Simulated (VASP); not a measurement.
# NaH12BrO6: single point with PBE+D3(BJ)

NaH12BrO6:

```xyz
20
Lattice="6.6282 0.0000 0.0000 0.0000 6.6282 0.0000 0.0000 0.0000 6.6282" Properties=species:S:1:pos:R:3 pbc="T T T"
O     3.4536    1.8790   -0.2570
O     0.8510    2.1736    5.5100
O     5.2994    5.1474    4.3628
O     1.7717    0.5233    2.6654
O     6.1530    4.0934    0.5540
O     1.2649    6.3397    6.1163
H     3.4361    2.5216   -1.0019
H     3.8992    2.2397    0.4856
H     1.2574    2.2686    6.3530
H     0.0075    2.6150    5.5163
H     5.5093    4.2941    3.9852
H     6.1986    5.5680    4.4690
H     1.2515    1.2163    3.0401
H     1.8783    0.4840    1.6633
H     5.3989    3.4528    0.4799
H     6.3138    4.1280    1.5413
H     0.7258    7.1267    5.8640
H     0.7978    5.5281    6.4511
Na    3.1751    6.6146    4.4609
Br    5.2309    2.2896    3.1401
```

- Program: VASP 6.6.1
- Task: single point
- Functional: PBE
- Dispersion: D3(BJ)
- Potentials or basis: VASP PAW PBE potentials, release 64 (O, H, Na_pv, Br)
- Cutoff: 520 eV
- k mesh: 1 × 1 × 1
- Occupations: fermi-dirac, width 0.05 eV
- Spin: no spin polarisation

```yaml
Pressure: -0.1 GPa
Largest_force: 3.034 eV/Å
Dispersion_energy_per_atom: -0.040 eV
```

Forces on the atoms (eV/Å):
```
O   -1.129 -0.751 -1.985
O    0.143 -0.984 -1.917
O    0.748  2.140  0.847
O    1.785 -2.084 -1.296
O   -0.070 -0.112  0.866
O    0.738 -1.367  0.224
H    0.289 -0.070  0.504
H    0.922  0.738  1.635
H    0.734  0.540  1.599
H   -0.784  0.594 -0.057
H   -0.129 -1.457 -0.640
H   -1.084 -0.220 -0.002
H   -1.300  1.414 -0.309
H   -0.656  0.600  1.607
H    0.720  0.713  0.272
H   -0.396 -0.318 -0.961
H   -0.364 -0.197  0.153
H   -0.326  1.070 -0.394
Na   0.308 -0.043  0.099
Br  -0.151 -0.205 -0.246
```

Stress tensor (GPa, compression positive):
```
-0.31 -1.03  1.05
-1.03  1.40  0.92
 1.05  0.92 -1.32
```

Levels at points of the mesh, in eV from the Fermi level:
```csv
k point,band 28,band 29,band 30,band 31,band 32,band 33,band 34,band 35
"(0.00, 0.00, 0.00)",-2.55,-1.43,-1.42,-1.25,1.98,4.57,5.26,5.58
```

It took 25 s on 1 thread of AMD EPYC 7R13 Processor (Zen 3), with other jobs on the host, peak memory 0.3 GiB.

Caveat: the k points lie up to 0.95 Å⁻¹ apart; the atoms stand as in a frame of molecular dynamics.
